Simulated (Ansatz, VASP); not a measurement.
**BN in VASP and in Ansatz**

Contents of INCAR:

```
ALGO = Normal
EDIFF = 1E-6
ENCUT = 520
GGA = PE
ISIF = 2
ISMEAR = -1
LASPH = T
LCHARG = T
LELF = T
LREAL = F
LVHAR = T
LWAVE = F
NBANDS = 11
NELM = 100
PREC = Accurate
SIGMA = 0.02
```

KPOINTS

```
k-points
0
Gamma
  12 12 12
```

POSCAR

```
BN
1.0
   -0.0367281979      1.8048254497      1.8048254497
    1.8048254497     -0.0367281979      1.8048254497
    1.7680972518      1.7680972518      0.0000000000
B N
1 1
Direct
   -0.0001890164     -0.0001890164      0.0001890164
    0.2501890164      0.2501890164      0.2498109836
```

Input for Ansatz:

```yaml
crystal:
  lattice:
    - [-0.0367281979, 1.8048254497, 1.8048254497]
    - [1.8048254497, -0.0367281979, 1.8048254497]
    - [1.7680972518, 1.7680972518, 0.0]
  atoms:
    - { symbol: B, position: [-0.0001890164, -0.0001890164, 0.0001890164] }
    - { symbol: "N", position: [0.2501890164, 0.2501890164, 0.2498109836] }
kpoints:
  mp_grid: { grid: [12, 12, 12] }
  band_path:
    path:
      - [0.0, 0.0, 0.0]
      - [-0.5, -0.5, 0.0]
      - [-0.375, -0.375, 0.25]
      - [-0.375, 0.0, 0.375]
      - [0.0, 0.0, 0.5]
      - [-0.5, -0.25, 0.25]
    npoints: 1
hamiltonian:
  xc: pbe
scf:
  occupations: { method: fermi_dirac, width: 0.02 }
  n_extra_bands: 4
output:
  forces: true
  stress: true
  eigenvalues: true
  write_density: true
  write_potential: true
  elf: true
  volumetric_format: npy
```

Change from the starting cell: shear_xy strain -4.1%.

Alike in both runs: task single point; functional PBE; k mesh 12 × 12 × 12; occupations fermi-dirac, width 0.02 eV; no spin polarisation.

```csv
,VASP,Ansatz
version,VASP 6.6.1,Ansatz 0.2.0
potentials or method,"VASP PAW PBE potentials, release 64 (B, N)","plane waves, PAW"
plane-wave cutoff (eV),520,420
valence electrons in the cell,8,8
```

Ansatz gave:

* gap on the k mesh at the Fermi level (eV): 4.28
* pressure (GPa): 5.5
* traceless stress, the component that is largest in VASP (GPa): 18.61
* rms of the force components (eV/Å): 0.027

Which values does VASP return?

gap on the k mesh at the Fermi level (eV): 4.27; pressure (GPa): 5.8; traceless stress, the component that is largest in VASP (GPa): 18.74; rms of the force components (eV/Å): 0.031.

Atom by atom the forces differ by 0.004 eV/Å (rms over components).
